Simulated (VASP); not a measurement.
Input of a VASP 6.6.1 run:

INCAR

```
SYSTEM = WS2
  PREC = Accurate
  ENCUT = 400
  EDIFF = 1E-6
  ISMEAR = 0
  SIGMA = 0.05
  LREAL = .FALSE.
  LASPH = .TRUE.
  NELM = 120
  ALGO = Normal
  ISIF = 2
  LWAVE = .FALSE.
  LCHARG = .FALSE.
  LDIPOL = .TRUE.
  IDIPOL = 3
  DIPOL = 0.5 0.5 0.475
  GGA = PE
  IVDW = 12
  NBANDS = 64
  GGA_COMPAT = .FALSE.
  NELMDL = -8
```

File KPOINTS:

```
regular mesh
0
G
  6 6 1
  0 0 0
```

Contents of POSCAR:

```
WS2
1.0
    6.3187020704     -0.0000000057      0.0000000000
   -3.1593510302      5.4721565147      0.0000000000
    0.0000000000      0.0000000000     24.2121488070
S W
8 4
Direct
    0.3323734358      0.1676265642      0.4100650215
    0.3323734358      0.6647468716      0.4100650215
    0.8352531284      0.1676265642      0.4100650215
    0.8333333333      0.6666666667      0.4096352082
    0.3378823759      0.1621176241      0.5402668122
    0.3378823759      0.6757647519      0.5402668122
    0.8242352481      0.1621176241      0.5402668122
    0.8333333333      0.6666666667      0.5407895847
    0.1666666667      0.3333333333      0.4759429355
    0.1659902514      0.8329951257      0.4749190203
    0.6670048743      0.3340097486      0.4749190203
    0.6670048743      0.8329951257      0.4749190203
```

Potentials or basis: VASP PAW PBE potentials, release 64 (S, W_sv).

The run is started by

```bash
$ cat potpaw_PBE.64/S/POTCAR potpaw_PBE.64/W_sv/POTCAR > POTCAR
$ mpirun -np 1 vasp_std > vasp.out
```

What does it give for the dispersion energy per atom?

-0.310 eV.

Estimate the band gap on the k mesh.

1.92 eV.

Estimate the largest force.

0.630 eV/Å.

Forces in eV/Å, atoms in the order of the input:
```
S    0.019 -0.011  0.069
S    0.000  0.022  0.069
S   -0.019 -0.011  0.069
S    0.000  0.000  0.017
S   -0.545  0.315  0.018
S    0.000 -0.630  0.018
S    0.545  0.315  0.018
S    0.000  0.000 -0.251
W    0.000  0.000  0.132
W    0.002  0.001 -0.054
W    0.000 -0.003 -0.054
W   -0.002  0.001 -0.054
```

Caveat: spin-orbit coupling is left out, which moves the levels of the heavy elements.
